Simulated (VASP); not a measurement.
MnO2:

```xyz
3
Lattice="2.8566 0.0000 0.0000 -1.4283 2.4739 0.0000 0.0000 0.0000 4.6014" Properties=species:S:1:pos:R:3 pbc="T T T"
Mn    0.0000    0.0000    2.3007
O     0.0000    1.6492    3.2499
O     1.4283    0.8246    1.3515
```

Base run:

- Program: VASP 6.6.1
- Functional: PBEsol
- Potentials or basis: VASP PAW PBE potentials, release 64 (Mn_pv, O)
- Cutoff: 520 eV
- k mesh: 11 × 11 × 6
- Occupations: fermi-dirac, width 0.05 eV
- Spin: collinear spin, ferromagnetic start
- Starting moments: [4.0, 0.0, 0.0] μB

Its results: band gap on the k mesh 0.70 eV, indirect (least direct gap 0.75 eV); pressure -1.3 GPa; net moment 3.00 μB per cell; site moments Mn +2.84; O +0.04 μB; largest force 0.081 eV/Å.

Problem. The run is repeated on the same cell with these changes: functional from PBEsol to r2SCAN. What comes out?

Solution. Band gap on the k mesh 1.89 eV, indirect (least direct gap 1.99 eV); pressure 0.3 GPa; net moment 3.00 μB per cell; site moments Mn +2.93; O +0.01 μB; largest force 0.005 eV/Å.

r2SCAN gives the wider gap, since meta-GGAs in the generalised Kohn-Sham scheme recover part of the derivative discontinuity.

Caveats: the PAW data sets were made with another functional, which shifts forces and pressure a little; a cell with one magnetic atom can't hold antiferromagnetic order, which such compounds often take.

A k mesh can miss the band edges.
